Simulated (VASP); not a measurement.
# Sr3Ti4NbO12 in VASP: single point with PBEsol

Aim: the single point of Sr3Ti4NbO12 with PBEsol.

Program: VASP 6.6.1. These are calculated values, not measurements. Logs are shortened: lines on timing, memory, paths and dates and some standing lists are left out, and cuts for length are marked.

**1. The cell of the first run**

The cell holds a repeated cell, 40 atoms: a = 7.783 Å, b = 7.783 Å, c = 7.783 Å, α = 90.00°, β = 90.00°, γ = 90.00°.

**2. Single point, PBEsol, collinear spin**

File INCAR:

```
  ALGO = Normal
  EDIFF = 1E-7
  ENCUT = 520
  GGA = PS
  ISIF = 2
  ISMEAR = -1
  ISPIN = 2
  ISYM = 0
  LASPH = T
  LCHARG = T
  LELF = T
  LMAXMIX = 4
  LORBIT = 11
  LREAL = Auto
  LVHAR = T
  LWAVE = F
  MAGMOM = 0 0 0 0 0 0 1 1 0 0 0 0 0 0 0 0 0 0 0 0 0 0 0 0 0 0 0 0 0 0 0 0 0 0 0 0 0 0 0 0
  NBANDS = 193
  NELM = 150
  PREC = Accurate
  SIGMA = 0.05
```

File KPOINTS:

```
Automatic mesh
0
Gamma
  1 1 1
  0.25 0.25 0.25
```

File POSCAR:

```
Sr3Ti4NbO12
1.0
    7.7828210000      0.0000000000      0.0000000000
    0.0000000000      7.7828210000      0.0000000000
    0.0000000000      0.0000000000      7.7828210000
Sr Nb Ti O
6 2 8 24
Direct
    0.9880100000      0.9922710000      0.9961270000
    0.9917470000      0.4930630000      0.9992430000
    0.0202100000      0.5058610000      0.5003250000
    0.4916030000      0.9931130000      0.9992960000
    0.5203380000      0.0058250000      0.5002510000
    0.4879600000      0.4923390000      0.9962080000
    0.1168870000      0.9552400000      0.4978680000
    0.6168410000      0.4553140000      0.4978700000
    0.2394950000      0.2497070000      0.2490770000
    0.2398410000      0.2511620000      0.7470570000
    0.2526790000      0.7440730000      0.2455370000
    0.2518700000      0.7454470000      0.7526620000
    0.7526820000      0.2440470000      0.2455090000
    0.7521750000      0.2453310000      0.7526540000
    0.7395470000      0.7496630000      0.2490020000
    0.7394600000      0.7510660000      0.7470930000
    0.2845820000      0.2435510000      0.0009180000
    0.1794120000      0.2223820000      0.5009250000
    0.2056930000      0.7609030000      0.0003130000
    0.2826850000      0.7485710000      0.5000500000
    0.7056580000      0.2608730000      0.0002500000
    0.7825280000      0.2485210000      0.5000360000
    0.7846440000      0.7434500000      0.0010310000
    0.6795860000      0.7224150000      0.5009340000
    0.9944820000      0.2344180000      0.2062400000
    0.9951910000      0.2387760000      0.7944670000
    0.9919350000      0.8023440000      0.3125230000
    0.9947260000      0.7987740000      0.6914680000
    0.4918930000      0.3023310000      0.3124630000
    0.4945540000      0.2988910000      0.6913950000
    0.4945110000      0.7344720000      0.2063490000
    0.4952360000      0.7387940000      0.7945650000
    0.2754980000      0.0036250000      0.2672320000
    0.2725100000      0.0047460000      0.7336680000
    0.2119650000      0.5029230000      0.2423020000
    0.2165250000      0.5029600000      0.7582840000
    0.7120010000      0.0029250000      0.2422340000
    0.7165220000      0.0029180000      0.7583470000
    0.7754750000      0.5036200000      0.2672090000
    0.7724100000      0.5046520000      0.7336630000
```

Potentials or basis: VASP PAW PBE potentials, release 64 (Sr_sv, Nb_sv, Ti_sv, O).

Command:

```sh
$ cat potpaw_PBE.64/Sr_sv/POTCAR potpaw_PBE.64/Nb_sv/POTCAR potpaw_PBE.64/Ti_sv/POTCAR potpaw_PBE.64/O/POTCAR > POTCAR
$ mpirun -np 1 vasp_std > vasp.out
```

OUTCAR:

```text
EDIFF = 1E-7
   ENCUT = 520
   GGA = PS
   ISIF = 2
   ISMEAR = -1
   ISPIN = 2
   ISYM = 0
   LASPH = T
   LORBIT = 11
   LREAL = Auto
   NELM = 150
   PREC = Accurate

 ion  position               nearest neighbor table
   1  0.988  0.992  0.996-  19 2.47  26 2.48  25 2.50  23 2.50  28 2.81  38 2.81  27 2.87  37 2.88
                            34 3.01  17 3.03  21 3.03  33 3.08  14 3.29  13 3.31  16 3.32  15 3.34
   2  0.992  0.493  0.999-  23 2.53  26 2.54  35 2.55  36 2.57  25 2.58  19 2.67  39 2.68  40 2.68
                            21 2.87  17 2.99  14 3.30  13 3.30   9 3.33  10 3.34  28 3.38  11 3.41
   3  0.020  0.506  0.500-  35 2.50  36 2.52  18 2.53  39 2.63  40 2.65  22 2.73  28 2.73  27 2.74
                            20 2.78  26 3.10  25 3.12  24 3.14   8 3.16  10 3.25  12 3.25  11 3.26
   4  0.492  0.993  0.999-  17 2.53  32 2.54  37 2.55  38 2.57  31 2.58  21 2.67  33 2.68  34 2.68
                            19 2.87  23 3.00  12 3.30  11 3.30  15 3.33  16 3.34  30 3.38  13 3.41
   5  0.520  0.006  0.500-  37 2.50  38 2.52  24 2.53  33 2.63  34 2.65  20 2.73  30 2.73  29 2.74
                            22 2.78  32 3.10  31 3.12  18 3.14   7 3.16  16 3.25  14 3.25  13 3.26
   6  0.488  0.492  0.996-  21 2.47  32 2.48  31 2.50  17 2.50  30 2.81  36 2.81  29 2.87  35 2.88
                            40 3.01  23 3.03  19 3.03  39 3.08  12 3.29  11 3.31  10 3.32   9 3.34
   7  0.117  0.955  0.498-  20 2.06  27 2.11  18 2.14  28 2.16  33 2.21  34 2.23  11 2.77  12 2.78
                             5 3.16   3 3.58   1 4.02   1 4.04
   8  0.617  0.455  0.498-  22 2.06  29 2.11  24 2.14  30 2.16  39 2.21  40 2.23  13 2.77  14 2.78
                             3 3.16   5 3.58   6 4.02   6 4.04
   9  0.239  0.250  0.249-  25 1.94  33 1.94  17 1.96  35 1.98  18 2.03  29 2.07   3 3.27   2 3.33
[... 25 lines left out ...]
  27  0.992  0.802  0.313-  15 2.07   7 2.11  11 2.14   3 2.74   1 2.87   2 3.43
  28  0.995  0.799  0.691-  16 2.07  12 2.10   7 2.16   3 2.73   1 2.81   2 3.38
  29  0.492  0.302  0.312-   9 2.07   8 2.11  13 2.14   5 2.74   6 2.87   4 3.43
  30  0.495  0.299  0.691-  10 2.06  14 2.10   8 2.16   5 2.73   6 2.81   4 3.38
  31  0.495  0.734  0.206-  11 1.91  15 1.94   6 2.50   4 2.58   5 3.12
  32  0.495  0.739  0.795-  12 1.92  16 1.94   6 2.48   4 2.54   5 3.10
  33  0.275  0.004  0.267-   9 1.94  11 2.03   7 2.21   5 2.63   4 2.68   1 3.08
  34  0.273  0.005  0.734-  10 1.94  12 2.03   7 2.23   5 2.65   4 2.68   1 3.01
  35  0.212  0.503  0.242-  11 1.90   9 1.98   3 2.50   2 2.55   6 2.88
  36  0.217  0.503  0.758-  12 1.91  10 1.97   3 2.52   2 2.57   6 2.81
  37  0.712  0.003  0.242-  13 1.90  15 1.98   5 2.50   4 2.55   1 2.88
  38  0.717  0.003  0.758-  14 1.91  16 1.97   5 2.52   4 2.57   1 2.81
  39  0.775  0.504  0.267-  15 1.94  13 2.04   8 2.21   3 2.63   2 2.68   6 3.08
  40  0.772  0.505  0.734-  16 1.94  14 2.03   8 2.23   3 2.65   2 2.68   6 3.01

IMPORTANT INFORMATION: All symmetrisations will be switched off!
NOSYMM: (Re-)initialisation of all symmetry stuff for point group C_1.

----------------------------------------------------------------------------------------

                                     Primitive cell

  volume of cell :     471.4234

[... 200 lines left out ...]
 k-point     1 :       0.2500    0.2500    0.2500
  band No.  band energies     occupation
      1     -51.4173      1.00000
      2     -51.4157      1.00000
      3     -51.4155      1.00000
      4     -51.4143      1.00000
      5     -51.2046      1.00000
      6     -51.2040      1.00000
[... 701 lines left out ...]
    174       8.0246      0.00000
    175       8.0437      0.00000
 Fermi energy:         6.9530726376

 spin component 2

 k-point     1 :       0.2500    0.2500    0.2500
  band No.  band energies     occupation
      1     -51.4295      1.00000
      2     -51.4277      1.00000
      3     -51.4156      1.00000
      4     -51.4144      1.00000
      5     -51.1721      1.00000
      6     -51.1707      1.00000
[... 701 lines left out ...]
    174       8.0488      0.00000
    175       8.0860      0.00000
 [bands above 175 left out]

------------------------ aborting loop because EDIFF is reached ----------------------------------------

  FORCE on cell =-STRESS in cart. coord.  units (eV):
  Direction    XX          YY          ZZ          XY          YZ          ZX
  --------------------------------------------------------------------------------------
  -------------------------------------------------------------------------------------
  Total       -2.2521061      0.3974838     -2.9296940     -5.5746636     -0.0763279     -0.0046804
  in kB       -7.6539974      1.3508865     -9.9568443    -18.9460256     -0.2594075     -0.0159067
  external PRESSURE =      -5.4199851 kB  Pullay stress =       0.0000000 kB

 VOLUME and BASIS-vectors are now :
 -----------------------------------------------------------------------------
  energy-cutoff  :      520.00
  volume of cell :      471.42
      direct lattice vectors                 reciprocal lattice vectors
     7.782821000  0.000000000  0.000000000     0.128488115  0.000000000  0.000000000
     0.000000000  7.782821000  0.000000000     0.000000000  0.128488115  0.000000000
     0.000000000  0.000000000  7.782821000     0.000000000  0.000000000  0.128488115

 POSITION                                       TOTAL-FORCE (eV/Angst)
 -----------------------------------------------------------------------------------
      7.68950      7.72267      7.75268        -0.024470      0.018815      0.047637
      7.71859      3.83742      7.77693         0.031368     -0.004689      0.018460
      0.15729      3.93703      3.89394        -0.015952      0.022103      0.004464
      3.82606      7.72922      7.77734         0.038337     -0.003596      0.017583
      4.04970      0.04533      3.89336        -0.019407      0.023497      0.005557
      3.79771      3.83179      7.75331        -0.018761      0.015526      0.046577
[... 32 lines left out ...]
      6.03538      3.91958      2.07964        -0.018716      0.060400     -0.056980
      6.01153      3.92762      5.70997        -0.010642     -0.037034      0.019967
 -----------------------------------------------------------------------------------
    total drift:                               -0.002964     -0.015325     -0.021018

  FREE ENERGIE OF THE ION-ELECTRON SYSTEM (eV)
  ---------------------------------------------------
  free  energy   TOTEN  =      -345.6936455428 eV

  energy  without entropy=     -345.6413403942  energy(sigma->0) =     -345.66749297

 total charge

# of ion       s       p       d       tot
------------------------------------------
    1        2.003   5.775   0.245   8.023
    2        2.004   5.778   0.250   8.032
    3        2.004   5.778   0.262   8.043
    4        2.004   5.778   0.250   8.032
    5        2.004   5.778   0.262   8.043
    6        2.003   5.775   0.245   8.023
[... 32 lines left out ...]
   39        1.558   3.483   0.000   5.041
   40        1.558   3.482   0.000   5.040
--------------------------------------------------
tot         71.486 180.332  20.849 272.667

 magnetization (x)

# of ion       s       p       d       tot
------------------------------------------
    1        0.000   0.000   0.001   0.001
    2        0.000   0.000   0.001   0.001
    3        0.000   0.002   0.015   0.017
    4        0.000   0.000   0.001   0.001
    5        0.000   0.002   0.015   0.017
    6        0.000   0.000   0.001   0.001
[... 32 lines left out ...]
   39       -0.000   0.003   0.000   0.003
   40       -0.000   0.002   0.000   0.002
--------------------------------------------------
tot          0.025   0.088   1.483   1.596
```

OSZICAR:

```text
N       E                     dE             d eps       ncg     rms          rms(c)
DAV:   1     0.471365555592E+04    0.47137E+04   -0.16324E+05  3088   0.189E+03
DAV:   2     0.631662072675E+03   -0.40820E+04   -0.38990E+04  3088   0.599E+02
[... 15 lines left out ...]
DAV:  18    -0.345693646117E+03   -0.60790E-04   -0.58548E-04  4504   0.104E-01    0.531E-02
DAV:  19    -0.345693642378E+03    0.37381E-05   -0.14772E-04  4824   0.642E-02    0.324E-02
DAV:  20    -0.345693646306E+03   -0.39272E-05   -0.93494E-05  4656   0.438E-02    0.194E-02
DAV:  21    -0.345693646274E+03    0.31861E-07   -0.20179E-05  4384   0.211E-02    0.849E-03
DAV:  22    -0.345693645743E+03    0.53070E-06   -0.57045E-06  4640   0.940E-03    0.475E-03
DAV:  23    -0.345693645610E+03    0.13276E-06   -0.15180E-06  4256   0.640E-03    0.266E-03
DAV:  24    -0.345693645543E+03    0.67485E-07   -0.34303E-07  2592   0.344E-03
   1 F= -.34569365E+03 E0= -.34566749E+03  d E =-.523051E-01  mag=     2.0459
```

stdout:

```text
POSCAR found type information on POSCAR SrNbTiO
 POSCAR found :  4 types and      40 ions
 scaLAPACK will be used
 -----------------------------------------------------------------------------
|                                                                             |
|                                                                             |
|     You enforced a specific xc type in the INCAR file but a different       |
|     I HOPE YOU KNOW WHAT YOU ARE DOING!                                     |
|                                                                             |
 -----------------------------------------------------------------------------

 LDA part: xc-table for (Slater+PW92), standard interpolation
 POSCAR, INCAR and KPOINTS ok, starting setup
 FFT: planning ... GRIDC
 FFT: planning ... GRID_SOFT
 FFT: planning ... GRID
 WAVECAR not read
 entering main loop
```

Run time: 46 min. Hardware: 1 thread of AMD EPYC 7R13 (Zen 3), shared host; peak memory 0.93 GiB.

Results:

```
Free energy                                           : -345.6936 eV
Pressure                                              : -0.5 GPa
Largest force                                         : 0.182 eV/Å
Band gap on the k mesh                                : 0.24 eV
Net moment                                            : 2.05 μB per cell
Site moments                                          : Sr +0.00, +0.02 (each value once); Nb +0.68; Ti +0.00, -0.01, +0.05, +0.03, +0.04 (each value once); O +0.00, +0.01 (each value once) μB
Valence electrons inside the program's atomic spheres : Sr 8.02, 8.03, 8.04 (each value once); Nb 10.52; Ti 10.29, 10.30, 10.37 (each value once); O 5.02, 5.04, 5.03, 5.00 (each value once)
```

Forces in eV/Å, atoms in the order of the input:
```
Sr  -0.024  0.019  0.048
Sr   0.031 -0.005  0.018
Sr  -0.016  0.022  0.004
Sr   0.038 -0.004  0.018
Sr  -0.019  0.023  0.006
Sr  -0.019  0.016  0.047
Nb  -0.086 -0.036  0.157
Nb  -0.089 -0.039  0.153
Ti   0.018  0.094  0.092
Ti   0.031 -0.007  0.062
Ti  -0.041 -0.020  0.087
Ti   0.005  0.010  0.009
Ti  -0.043 -0.019  0.077
Ti  -0.003  0.013  0.021
Ti   0.019  0.098  0.092
Ti   0.038 -0.007  0.065
O   -0.029 -0.001 -0.033
O    0.001 -0.040 -0.150
O    0.002 -0.008 -0.021
O   -0.021 -0.020 -0.040
O    0.001 -0.007 -0.016
O   -0.020 -0.022 -0.043
O   -0.028 -0.001 -0.040
O   -0.001 -0.039 -0.150
O    0.051 -0.005  0.003
O    0.002 -0.005 -0.055
O    0.077 -0.020 -0.011
O    0.001  0.039 -0.070
O    0.078 -0.018 -0.011
O    0.006  0.037 -0.072
O    0.048 -0.008  0.000
O   -0.004 -0.005 -0.054
O   -0.019  0.066 -0.059
O   -0.009 -0.040  0.020
O    0.035 -0.038 -0.058
O   -0.009 -0.003  0.001
O    0.036 -0.038 -0.058
O   -0.008 -0.006 -0.001
O   -0.019  0.060 -0.057
O   -0.011 -0.037  0.020
```

Caveat: semilocal functionals underestimate gaps, and a narrow one can read as zero; the PAW data sets were made with another functional, which shifts forces and pressure a little.
